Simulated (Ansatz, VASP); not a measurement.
# One calculation of AgCl, two programs

INCAR

```
SYSTEM = AgCl
PREC = Accurate
ENCUT = 520
EDIFF = 1E-6
ISMEAR = 0
SIGMA = 0.05
LREAL = .False.
LASPH = .True.
NELM = 100
ALGO = Normal
ISIF = 2
LWAVE = .False.
LCHARG = .True.
GGA = PE
LELF = .True.
LVHAR = .True.
NBANDS = 16
```

File KPOINTS:

```
regular mesh
0
Gamma
  8 8 8
  0 0 0
```

Contents of POSCAR:

```
AgCl
1.0
    0.0000000000      2.7779626223      2.7779626223
    2.8060228508     -0.0280602285      2.8060228508
    2.8060228508      2.8060228508     -0.0280602285
Ag Cl
1 1
Direct
    0.5000000000      0.5000000000      0.5000000000
    0.0000000000      0.0000000000      0.0000000000
```

Input for Ansatz:

```yaml
crystal:
  lattice:
    - [0.0, 2.7779626223, 2.7779626223]
    - [2.8060228508, -0.0280602285, 2.8060228508]
    - [2.8060228508, 2.8060228508, -0.0280602285]
  atoms:
    - { symbol: Ag, position: [0.5, 0.5, 0.5] }
    - { symbol: Cl, position: [0.0, 0.0, 0.0] }
basis:
  ecutwfc: 420
kpoints:
  mp_grid: { grid: [8, 8, 8] }
hamiltonian:
  xc: pbe
scf:
  occupations: { method: gaussian, width: 0.05 }
output:
  forces: true
  stress: true
  eigenvalues: true
```

Change from the starting cell: strain -0.0200 x Voigt [0, 0, 0, 1, 0, 0], atoms carried along.

Alike in both runs: task single point; functional PBE; k mesh 8 × 8 × 8; occupations gaussian, width 0.05 eV; no spin polarisation.

|  | VASP | Ansatz |
| --- | --- | --- |
| version | VASP 6.6.1 | Ansatz 0.2.0 |
| potentials or method | VASP PAW PBE potentials, release 64 (Ag, Cl), cutoff 520 eV | scalar-relativistic, plane waves, PAW |
| valence electrons in the cell | 18 | 26 |

Ansatz gave:

| Quantity | Value |
| --- | --- |
| gap on the k mesh at the Fermi level (eV) | 0.91 |
| least direct gap on the mesh (eV) | 3.05 |
| pressure (GPa) | 0.0 |
| traceless stress, the component that is largest in VASP (GPa) | 0.13 |

Q: Which values does VASP return?

A: gap on the k mesh at the Fermi level (eV): 0.90; least direct gap on the mesh (eV): 3.05; pressure (GPa): -0.1; traceless stress, the component that is largest in VASP (GPa): 0.13.

VASP's potentials hold 18 valence electrons a cell and Ansatz's 26, so a difference there can come from the potentials and not from the codes.
